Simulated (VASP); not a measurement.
BeTe, 2 atoms in the cell. The structure is cubic, space group F-43m (No. 216). The conventional cell has a = 5.713 Å, b = 5.713 Å, c = 5.713 Å, α = 90.00°, β = 90.00°, γ = 90.00°. Be (site symmetry -43m) has 4 Te at 2.47 Å within 3.3 Å. Within 3.3 Å of Te (site symmetry -43m) lie 4 Be at 2.47 Å.  This cell differs from its parent crystal: volume changed by +3%.

```yaml
Program: VASP 6.6.1
Task: single point
Functional: r2SCAN
Potentials_or_basis: VASP PAW PBE potentials, release 64 (Be, Te)
Cutoff: 520 eV
k_mesh: 6 × 6 × 6
Occupations: gaussian, width 0.01 eV
Spin: no spin polarisation
Dipole_correction: no
Further_INCAR_settings: ALGO = Normal; EDIFF = 1e-06; NBANDS = 11
```

Potentials or basis: VASP PAW PBE potentials, release 64 (Be, Te).

Launch:

```bash
$ cat potpaw_PBE.64/Be/POTCAR potpaw_PBE.64/Te/POTCAR > POTCAR
$ cp INCAR.step1 INCAR
$ mpirun -np 1 vasp_std > vasp.out
$ cp INCAR.step2 INCAR
$ mpirun -np 1 vasp_std > vasp.out
```

Hardware: 1 thread of AMD EPYC 7R43 64-Core Processor (Zen 3), with other jobs on the host.

Question: How long does it take, and how much memory?

Answer: Wall time 49 s on 1 thread of AMD EPYC 7R43 64-Core Processor (Zen 3), with other jobs on the host, peak memory 0.13 GiB. Counts: k points 16.
